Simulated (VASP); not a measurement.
Set up this calculation in VASP 6.6.1, as the native input.

| Item | Value |
| --- | --- |
| Task | single point |
| Functional | PBEsol |
| Potentials or basis | VASP PAW PBE potentials, release 64 (Be) |
| Cutoff | 520 eV |
| k mesh | 26 × 26 × 26 |
| Occupations | gaussian, width 0.15 eV |
| Spin | no spin polarisation |
| Dipole correction | no |
| Further INCAR settings | ALGO = Normal; EDIFF = 1e-06; NBANDS = 7 |

The structure of Be lies in POSCAR:

```
Be
1.0
   -1.2593865561      1.2593865561      1.2531209513
    1.2593865561     -1.2593865561      1.2531209513
    1.2468553465      1.2468553465     -1.2531209513
Be
1
Direct
    0.0000000000      0.0000000000      0.0000000000
```

This cell differs from its parent crystal: strain -0.0100 x Voigt [0, 0, 0, 0, 0, 1].

These files were run (other wordings do the same):

INCAR

```
PREC     = Accurate       # precision mode
ENCUT    = 520            # plane-wave cutoff, eV
EDIFF    = 1E-6           # SCF threshold, eV
ISMEAR   = 0              # smearing method
SIGMA    = 0.15           # smearing width, eV
LREAL    = False          # projectors in reciprocal space
LASPH    = True           # aspherical terms in the spheres
NELM     = 100            # most SCF steps
ALGO     = Normal         # electronic algorithm
ISIF     = 2              # what is computed and relaxed
LWAVE    = False          # write WAVECAR
LCHARG   = False          # write CHGCAR
GGA      = PS             # functional
NBANDS   = 7              # bands
```

KPOINTS

```
Automatic mesh
0
Gamma
  26 26 26
```

Potentials or basis: VASP PAW PBE potentials, release 64 (Be).

The run is started by

```bash
$ cat potpaw_PBE.64/Be/POTCAR > POTCAR
$ mpirun -np 1 vasp_std > vasp.out
```

Results of the run:

```yaml
Pressure: -1.6 GPa
Band_gap_on_the_k_mesh: zero (band 1 reaches 11.79 eV, above the bottom of band 2 at 6.56 eV)
```

Caveat: the cell differs from its parent crystal (strain -0.0100 x Voigt [0, 0, 0, 0, 0, 1]); the PAW data sets were made with another functional, which shifts forces and pressure a little.

It took 42 s on 1 thread of AMD EPYC 9R14 (Zen 4), with other jobs on the host, peak memory 0.19 GiB.
